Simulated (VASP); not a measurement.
A run of VASP 6.6.1 is set up as follows.

The input INCAR:

```
ALGO     = Fast           # electronic algorithm
EDIFF    = 1E-7           # SCF threshold, eV
EDIFFG   = -0.01          # ionic threshold
ENCUT    = 600            # plane-wave cutoff, eV
GGA      = PE             # functional
IBRION   = 2              # ionic algorithm
ISIF     = 3              # what is computed and relaxed
ISMEAR   = 0              # smearing method
LASPH    = T              # aspherical terms in the spheres
LCHARG   = F              # write CHGCAR
LREAL    = F              # projectors in reciprocal space
LWAVE    = F              # write WAVECAR
NELM     = 80             # most SCF steps
NSW      = 100            # ionic steps
PREC     = Accurate       # precision mode
SIGMA    = 0.1            # smearing width, eV
```

File KPOINTS:

```
k-points
0
Gamma
  12 12 12
```

The input POSCAR:

```
SiW3
1.0
    3.9473710429      0.0000000000      0.0000000000
    0.0000000000      3.9473710429      0.0000000000
    0.0000000000      0.0000000000      3.9473710429
Si W
1 3
Direct
    0.0000000000      0.0000000000      0.0000000000
    0.0000000000      0.5000000000      0.5000000000
    0.5000000000      0.0000000000      0.5000000000
    0.5000000000      0.5000000000      0.0000000000
```

Potentials or basis: VASP PAW PBE potentials, release 64 (Si, W_sv).

The run is started by

```bash
$ cat potpaw_PBE.64/Si/POTCAR potpaw_PBE.64/W_sv/POTCAR > POTCAR
$ mpirun -np 1 vasp_std > vasp.out
```

Q: Predict the band gap on the k mesh.

A: Zero (band 23 reaches 12.20 eV, above the bottom of band 24 at 10.75 eV).

Q: Estimate the relaxed volume.

A: 15.37 Å³/atom.

Q: Predict the relaxed cell.

A: a = 3.946 Å, b = 3.946 Å, c = 3.946 Å, α = 90.00°, β = 90.00°, γ = 90.00°.

Q: Estimate the space group after relaxing (to 0.05 Å).

A: Pm-3m (No. 221).

Final structure:
```
CELL_PARAMETERS angstrom
3.94638 0.00000 0.00000
0.00000 3.94638 0.00000
0.00000 0.00000 3.94638
ATOMIC_POSITIONS crystal
Si 0.00000 0.00000 0.00000
W 0.00000 0.50000 0.50000
W 0.50000 0.00000 0.50000
W 0.50000 0.50000 0.00000
```

Caveat: spin-orbit coupling is left out, which moves the levels of the heavy elements.
